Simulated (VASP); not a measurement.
# TiC (CsCl type) (Pm-3m) in VASP: notebook

Runs on TiC (CsCl type). Level: PBE. Tasks: density of states.

Everything below comes from runs of VASP 6.6.1. Logs are shortened: lines on timing, memory, paths and dates and some standing lists are left out, and cuts for length are marked.

### Step 1. The cell of the first run

The structure is cubic, space group Pm-3m (No. 221). The conventional cell has a = 2.221 Å, b = 2.221 Å, c = 2.221 Å, α = 90.00°, β = 90.00°, γ = 90.00°. Within 2.6 Å of Ti (site symmetry m-3m) lie 8 C at 1.92 Å and 6 Ti at 2.22 Å. C (site symmetry m-3m) has 8 Ti at 1.92 Å and 6 C at 2.22 Å within 2.6 Å.

### Step 2. Density of states, PBE (volume scaled by 0.55)

POSCAR

```
TiC
1.0
    2.2213926708      0.0000000000      0.0000000000
    0.0000000000      2.2213926708      0.0000000000
    0.0000000000      0.0000000000      2.2213926708
Ti C
1 1
Direct
    0.0000000000      0.0000000000      0.0000000000
    0.5000000000      0.5000000000      0.5000000000
```

INCAR.step1

```
SYSTEM = TiC
ALGO = Normal
EDIFF = 1E-7
ENCUT = 520
GGA = PE
ISIF = 2
ISMEAR = -1
LASPH = .True.
LCHARG = .True.
LMAXMIX = 4
LREAL = .False.
LWAVE = .False.
NBANDS = 15
NELM = 80
PREC = Accurate
SIGMA = 0.08
```

KPOINTS.step1

```
k-points
0
Gamma
  14 14 14
  0 0 0
```

INCAR.step2

```
SYSTEM = TiC
ALGO = Normal
EDIFF = 1E-7
ENCUT = 520
GGA = PE
ICHARG = 11
ISIF = 2
ISMEAR = -5
LASPH = .True.
LCHARG = .False.
LMAXMIX = 4
LORBIT = 11
LREAL = .False.
LWAVE = .False.
NBANDS = 15
NEDOS = 2001
NELM = 80
PREC = Accurate
SIGMA = 0.08
```

KPOINTS.step2

```
k-points
0
Gamma
  21 21 21
  0 0 0
```

Potentials or basis: VASP PAW PBE potentials, release 64 (Ti_sv, C).

Run with:

```
$ cat potpaw_PBE.64/Ti_sv/POTCAR potpaw_PBE.64/C/POTCAR > POTCAR
$ cp INCAR.step1 INCAR
$ cp KPOINTS.step1 KPOINTS
$ mpirun -np 1 vasp_std > vasp.out
$ cp INCAR.step2 INCAR
$ cp KPOINTS.step2 KPOINTS
$ mpirun -np 1 vasp_std > vasp.out
```

OUTCAR:

```text
SYSTEM = TiC
   EDIFF = 1E-7
   ENCUT = 520
   GGA = PE
   ICHARG = 11
   ISIF = 2
   ISMEAR = -5
   LASPH = .True.
   LORBIT = 11
   LREAL = .False.
   NELM = 80
   PREC = Accurate

 ion  position               nearest neighbor table
   1  0.000  0.000  0.000-   2 1.92   2 1.92   2 1.92   2 1.92   2 1.92   2 1.92   2 1.92   2 1.92

   2  0.500  0.500  0.500-   1 1.92   1 1.92   1 1.92   1 1.92   1 1.92   1 1.92   1 1.92   1 1.92

  LATTYP: Found a simple cubic cell.
 ALAT       =     2.2213926708

  Lattice vectors:

 A1 = (   2.2213926708,   0.0000000000,   0.0000000000)
 A2 = (   0.0000000000,   2.2213926708,   0.0000000000)
 A3 = (   0.0000000000,   0.0000000000,   2.2213926708)

Analysis of symmetry for initial positions (statically):
=====================================================================
 Subroutine PRICEL returns:
 Original cell was already a primitive cell.

 Routine SETGRP: Setting up the symmetry group for a
 simple cubic supercell.

 Subroutine GETGRP returns: Found 48 space group operations
 (whereof 48 operations were pure point group operations)
 out of a pool of 48 trial point group operations.

The static configuration has the point symmetry O_h .

Analysis of symmetry for dynamics (positions and initial velocities):
=====================================================================
 Subroutine PRICEL returns:
 Original cell was already a primitive cell.

 Routine SETGRP: Setting up the symmetry group for a
 simple cubic supercell.

 Subroutine GETGRP returns: Found 48 space group operations
 (whereof 48 operations were pure point group operations)
 out of a pool of 48 trial point group operations.

The dynamic configuration has the point symmetry O_h .

 Subroutine INISYM returns: Found 48 space group operations
 (whereof 48 operations are pure point group operations),
 and found     1 'primitive' translations

----------------------------------------------------------------------------------------

                                     Primitive cell

  volume of cell :      10.9617

  direct lattice vectors                    reciprocal lattice vectors
     2.221392671  0.000000000  0.000000000     0.450168047  0.000000000  0.000000000
     0.000000000  2.221392671  0.000000000     0.000000000  0.450168047  0.000000000
     0.000000000  0.000000000  2.221392671     0.000000000  0.000000000  0.450168047

  length of vectors
     2.221392671  2.221392671  2.221392671     0.450168047  0.450168047  0.450168047

  position of ions in fractional coordinates (direct lattice)
     0.000000000  0.000000000  0.000000000
     0.500000000  0.500000000  0.500000000

  ion indices of the primitive-cell ions
   primitive index   ion index
                 1           1
                 2           2

----------------------------------------------------------------------------------------

 KPOINTS: k-points

Automatic generation of k-mesh.
 Grid dimensions read from file:
 generate k-points for:   21   21   21

 Generating k-lattice:

  Cartesian coordinates                     Fractional coordinates (reciprocal lattice)
     0.021436574  0.000000000  0.000000000     0.047619048  0.000000000  0.000000000
     0.000000000  0.021436574  0.000000000     0.000000000  0.047619048  0.000000000
     0.000000000  0.000000000  0.021436574     0.000000000  0.000000000  0.047619048

  Length of vectors
     0.021436574  0.021436574  0.021436574

  Shift w.r.t. Gamma in fractional coordinates (k-lattice)
     0.000000000  0.000000000  0.000000000

 TETIRR: Found   4601 inequivalent tetrahedra from    55566

 Subroutine IBZKPT returns following result:
 ===========================================

 Found    286 irreducible k-points:

 Following reciprocal coordinates:
            Coordinates               Weight
  0.000000  0.000000  0.000000      1.000000
  0.047619  0.000000  0.000000      6.000000
  0.095238  0.000000  0.000000      6.000000
  0.142857  0.000000  0.000000      6.000000
  0.190476  0.000000  0.000000      6.000000
  0.238095  0.000000  0.000000      6.000000
[... 16 lines left out ...]
  0.142857  0.095238  0.000000     24.000000
  0.190476  0.095238  0.000000     24.000000
 [... further k-points ...]
   k-points           NKPTS =    286   k-points in BZ     NKDIM =    286   number of bands    NBANDS=     15
   number of dos      NEDOS =   2001   number of ions     NIONS =      2
   total plane-waves  NPLWV =   5832
   dimension x,y,z NGX =    18 NGY =   18 NGZ =   18
   dimension x,y,z NGXF=    36 NGYF=   36 NGZF=   36
   ions per type =               1   1
   NGX,Y,Z   is equivalent  to a cutoff of  13.47, 13.47, 13.47 a.u.
   NGXF,Y,Z  is equivalent  to a cutoff of  26.94, 26.94, 26.94 a.u.
 SYSTEM =  TiC
   PREC   = accura    normal or accurate (medium, high low for compatibility)
   ISTART =      0    job   : 0-new  1-cont  2-samecut
   ICHARG =     11    charge: 1-file 2-atom 10-const
   ISPIN  =      1    spin polarized calculation?
   LNONCOLLINEAR =      F non collinear calculations
   LSORBIT =      F    spin-orbit coupling
   LASPH  =      T    aspherical Exc in radial PAW
   ENCUT  =  520.0 eV  38.22 Ry    6.18 a.u.   4.13  4.13  4.13*2*pi/ulx,y,z
   NELM   =     80;   NELMIN=  2; NELMDL=  0     # of ELM steps
   EDIFF  = 0.1E-06   stopping-criterion for ELM
   LREAL  =      F    real-space projection
   EDIFFG = 0.1E-05   stopping-criterion for IOM
   NSW    =      0    number of steps for IOM
   IBRION =     -1    ionic relax: 0-MD 1-quasi-New 2-CG
   NFREE  =      0    steps in history (QN), initial steepest desc. (CG)
   ISIF   =      2    stress and relaxation
   ISYM   =      2    0-nonsym 1-usesym 2-fastsym
   POTIM  = 0.5000    time-step for ionic-motion
   TEBEG  =    0.0;   TEEND  =   0.0 temperature during run
   PSTRESS=    0.0 pullay stress
   NELECT =      16.0000    total number of electrons
   NUPDOWN=      -1.0000    fix difference up-down
   EMIN   =  10.00;   EMAX   =-10.00  energy-range for DOS
   EFERMI =   0.00;   METHOD = LEGACY
   ISMEAR =    -5;   SIGMA  =   0.08  broadening in eV -4-tet -1-fermi 0-gaus
   EFERMI_NEDOS =   21; number of points for ismear=-14 and -15
   IALGO  =     38    algorithm
   IMIX   =      4    mixing-type and parameters
     AMIX     =   0.40;   BMIX     =  1.00
     AMIX_MAG =   1.60;   BMIX_MAG =  1.00
  volume/ion in A,a.u.               =       5.48        36.99
  Fermi-wavevector in a.u.,A,eV,Ry     =   1.857047  3.509309 46.921357  3.448622
  Thomas-Fermi vector in A             =   2.905797
   LORBIT       =     11    0 simple, 1 ext, 2 COOP (PROOUT), +10 PAW based schemes
   GGA     = PE    functional components
   LHFCALC =     F    Hartree Fock is set to
   AEXX    =    0.0000 exact exchange contribution
   IVDW    =     0    specifies the selected vdW correction
   LEPSILON=     F    determine dielectric tensor
   LRPA    =     F    only Hartree local field effects (RPA)
 non-spin polarized calculation
 Fermi weights with tetrahedron method with Bloechl corrections
  energy-cutoff  :      520.00
  volume of cell :       10.96
 maximum number of plane-waves:       308
 NGX is ok and might be reduce to    18

 number of electron      15.9999994 magnetization

 Free energy of the ion-electron system (eV)
  ---------------------------------------------------
  ext. energy  EPLUGINS =         0.00000000
  ---------------------------------------------------
  free energy    TOTEN  =        -9.23169086 eV

  energy without entropy =       -9.23169086  energy(sigma->0) =       -9.23169086

 E-fermi :  19.1855     XC(G=0): -16.3150

 val. band max:       19.2190437879   @ k =   0.3810   0.2857   0.2857
 cond. band min:      19.1793570173   @ k =   0.4286   0.3810   0.2381
 fundamental gap:     -0.0396867706
 Fermi energy:        19.1855058476

 k-point     1 :       0.0000    0.0000    0.0000
  band No.  band energies     occupation
      1     -37.4547      2.00000
      2     -11.6559      2.00000
      3     -11.6559      2.00000
      4     -11.6559      2.00000
      5       3.2599      2.00000
      6      15.1421      2.00000
      7      15.1421      2.00000
      8      22.1282      0.00000
      9      22.1282      0.00000
     10      22.1282      0.00000
     11      25.4703      0.00000
     12      25.4703      0.00000
     13      25.4703      0.00000
     14      42.5579      0.00000
     15      42.5579      0.00000

 k-point     2 :       0.0476    0.0000    0.0000
  band No.  band energies     occupation
      1     -37.4378      2.00000
      2     -11.7700      2.00000
      3     -11.6453      2.00000
      4     -11.6453      2.00000
      5       3.3622      2.00000
      6      15.1788      2.00000
      7      15.1814      2.00000
      8      21.8675      0.00000
      9      21.8675      0.00000
     10      22.0930      0.00000
     11      25.4833      0.00000
     12      25.7249      0.00000
     13      25.7249      0.00000
     14      42.2212      0.00000
     15      42.7056      0.00000

 k-point     3 :       0.0952    0.0000    0.0000
  band No.  band energies     occupation
      1     -37.3883      2.00000
      2     -12.0942      2.00000
      3     -11.6142      2.00000
      4     -11.6142      2.00000
      5       3.6557      2.00000
      6      15.2619      2.00000
      7      15.2873      2.00000
      8      21.2493      0.00000
      9      21.2493      0.00000
     10      22.0372      0.00000
     11      25.5212      0.00000
     12      26.3283      0.00000
     13      26.3283      0.00000
     14      41.3304      0.00000
     15      43.0578      0.00000

 k-point     4 :       0.1429    0.0000    0.0000
  band No.  band energies     occupation
      1     -37.3096      2.00000
      2     -12.5805      2.00000
      3     -11.5652      2.00000
      4     -11.5652      2.00000
      5       4.1064      2.00000
      6      15.2783      2.00000
      7      15.4623      2.00000
      8      20.4928      0.00000
      9      20.4928      0.00000
     10      22.0941      0.00000
     11      25.5811      0.00000
     12      27.0721      0.00000
     13      27.0721      0.00000
     14      40.1187      0.00000
     15      43.3636      0.00000
[... 307 lines left out ...]
 k-point    22 :       0.0952    0.0952    0.0000
  band No.  band energies     occupation
      1     -37.3223      2.00000
      2     -12.1102      2.00000
      3     -11.9830      2.00000
      4     -11.5733      2.00000
      5       4.0333      2.00000
      6      15.3752      2.00000
      7      15.4325      2.00000
      8      20.2710     -0.03789
      9      20.7729      0.00000
     10      22.4073      0.00000
     11      25.1008      0.00000
     12      26.7945      0.00000
     13      27.2204      0.00000
     14      41.1899      0.00000
     15      42.8479      0.00000

 k-point    23 :       0.1429    0.0952    0.0000
  band No.  band energies     occupation
      1     -37.2441      2.00000
      2     -12.5403      2.00000
      3     -11.9775      2.00000
      4     -11.5252      2.00000
      5       4.4619      2.00000
      6      15.3898      2.00000
      7      15.5815      2.00000
      8      19.6418     -0.10020
      9      20.2519      0.00000
     10      22.5486      0.00000
     11      24.9893      0.00000
     12      27.3142      0.00000
     13      27.8547      0.00000
     14      40.3723      0.00000
     15      43.1592      0.00000

 k-point    24 :       0.1905    0.0952    0.0000
  band No.  band energies     occupation
      1     -37.1426      2.00000
      2     -13.1155      2.00000
      3     -11.9109      2.00000
      4     -11.4634      2.00000
      5       5.0009      2.00000
      6      15.1735      2.00000
      7      15.7793      2.00000
      8      19.1131      1.43141
      9      19.6397     -0.08021
     10      22.8089      0.00000
     11      24.9902      0.00000
     12      27.9366      0.00000
     13      28.4806      0.00000
     14      39.2552      0.00000
     15      43.3512      0.00000

 [... further k-points ...]
[... 5 lines left out ...]
  --------------------------------------------------------------------------------------
  -------------------------------------------------------------------------------------
  Total       28.1507132     28.1507132     28.1507132      0.0000000     -0.0000000      0.0000000
  in kB     4114.5655043   4114.5655043   4114.5655043      0.0000000     -0.0000000      0.0000000
  external PRESSURE =    4114.5655043 kB  Pullay stress =       0.0000000 kB

 VOLUME and BASIS-vectors are now :
 -----------------------------------------------------------------------------
  energy-cutoff  :      520.00
  volume of cell :       10.96
      direct lattice vectors                 reciprocal lattice vectors
     2.221392671  0.000000000  0.000000000     0.450168047  0.000000000  0.000000000
     0.000000000  2.221392671  0.000000000     0.000000000  0.450168047  0.000000000
     0.000000000  0.000000000  2.221392671     0.000000000  0.000000000  0.450168047

 POSITION                                       TOTAL-FORCE (eV/Angst)
 -----------------------------------------------------------------------------------
      0.00000      0.00000      0.00000         0.000000      0.000000      0.000000
      1.11070      1.11070      1.11070         0.000000      0.000000      0.000000
 -----------------------------------------------------------------------------------
    total drift:                                0.000000     -0.000000     -0.000000

  FREE ENERGIE OF THE ION-ELECTRON SYSTEM (eV)
  ---------------------------------------------------
  free  energy   TOTEN  =        -9.2316908640 eV

  energy  without entropy=       -9.2316908640  energy(sigma->0) =       -9.23169086

 total charge

# of ion       s       p       d       tot
------------------------------------------
    1        2.390   6.548   3.235  12.173
    2        0.991   1.839   0.000   2.831
--------------------------------------------------
tot          3.381   8.388   3.235  15.003
```

Wall time 86 s (1 thread of Intel Xeon 8259CL, shared host); peak memory 0.17 GiB.

What came out:

| Item | Value |
| --- | --- |
| Valence electrons inside the program's atomic spheres | Ti 12.17; C 2.83 |

Caveat: tetrahedron occupations give inexact forces and stress in metals.

### Step 3. Density of states, PBE (volume scaled by 0.64)

POSCAR

```
TiC
1.0
    2.3364927053      0.0000000000      0.0000000000
    0.0000000000      2.3364927053      0.0000000000
    0.0000000000      0.0000000000      2.3364927053
Ti C
1 1
Direct
    0.0000000000      0.0000000000      0.0000000000
    0.5000000000      0.5000000000      0.5000000000
```

INCAR.step1

```
  PREC = Accurate
  ENCUT = 520
  EDIFF = 1E-6
  ISMEAR = -1
  SIGMA = 0.08
  LREAL = False
  LASPH = True
  NELM = 60
  ALGO = Normal
  ISIF = 2
  LWAVE = False
  LCHARG = True
  LMAXMIX = 4
  GGA = PE
  NBANDS = 15
```

KPOINTS.step1

```
Automatic mesh
0
Gamma
  14 14 14
```

INCAR.step2

```
  PREC = Accurate
  ENCUT = 520
  EDIFF = 1E-6
  ISMEAR = -5
  SIGMA = 0.08
  LREAL = False
  LASPH = True
  NELM = 60
  ALGO = Normal
  ISIF = 2
  LWAVE = False
  LCHARG = False
  LMAXMIX = 4
  GGA = PE
  LORBIT = 11
  NBANDS = 15
  NEDOS = 2001
  ICHARG = 11
```

KPOINTS.step2

```
Automatic mesh
0
Gamma
  21 21 21
```

Potentials or basis: VASP PAW PBE potentials, release 64 (Ti_sv, C).

Run with:

```
$ cat potpaw_PBE.64/Ti_sv/POTCAR potpaw_PBE.64/C/POTCAR > POTCAR
$ cp INCAR.step1 INCAR
$ cp KPOINTS.step1 KPOINTS
$ mpirun -np 1 vasp_std > vasp.out
$ cp INCAR.step2 INCAR
$ cp KPOINTS.step2 KPOINTS
$ mpirun -np 1 vasp_std > vasp.out
```

It took 81 s on 1 thread of Intel Xeon 8259CL, shared host; peak memory 0.17 GiB.

It converged, with:

```
Valence electrons inside the program's atomic spheres : Ti 11.53; C 2.67
```

Levels at points of the mesh, in eV from the Fermi level:
```csv
k point,band 6,band 7,band 8,band 9,band 10,band 11
"(0.00, 0.00, 0.00)",-3.19,-3.19,2.44,2.44,2.44,5.44
```

Caveat: tetrahedron occupations give inexact forces and stress in metals.

### Step 4. Density of states, PBE (volume scaled by 0.64)

POSCAR is that of step 3.

INCAR.step1

```
SYSTEM = TiC
PREC = Accurate
ENCUT = 520
EDIFF = 1E-6
ISMEAR = -1
SIGMA = 0.08
LREAL = .False.
LASPH = .True.
NELM = 60
ALGO = Normal
ISIF = 2
LWAVE = .False.
LCHARG = .True.
LMAXMIX = 4
GGA = PE
NBANDS = 15
```

KPOINTS.step1

```
Automatic mesh
0
Gamma
  14 14 14
  0 0 0
```

INCAR.step2

```
SYSTEM = TiC
PREC = Accurate
ENCUT = 520
EDIFF = 1E-6
ISMEAR = -5
SIGMA = 0.08
LREAL = .False.
LASPH = .True.
NELM = 60
ALGO = Normal
ISIF = 2
LWAVE = .False.
LCHARG = .False.
LMAXMIX = 4
GGA = PE
LORBIT = 10
NBANDS = 15
NEDOS = 2001
ICHARG = 11
```

KPOINTS.step2

```
Automatic mesh
0
Gamma
  21 21 21
  0 0 0
```

Run with:

```
$ cat potpaw_PBE.64/Ti_sv/POTCAR potpaw_PBE.64/C/POTCAR > POTCAR
$ cp INCAR.step1 INCAR
$ cp KPOINTS.step1 KPOINTS
$ mpirun -np 1 vasp_std > vasp.out
$ cp INCAR.step2 INCAR
$ cp KPOINTS.step2 KPOINTS
$ mpirun -np 1 vasp_std > vasp.out
```

Run time: 81 s. Hardware: 1 thread of Intel Xeon 8259CL, shared host; peak memory 0.17 GiB.

Results (log left out):

| Item | Value |
| --- | --- |
| Valence electrons inside the program's atomic spheres | Ti 11.53; C 2.67 |

Levels at points of the mesh, in eV from the Fermi level:
```tsv
k point	band 6	band 7	band 8	band 9	band 10	band 11
(0.00, 0.00, 0.00)	-3.19	-3.19	2.44	2.44	2.44	5.44
```

Caveat: tetrahedron occupations give inexact forces and stress in metals.
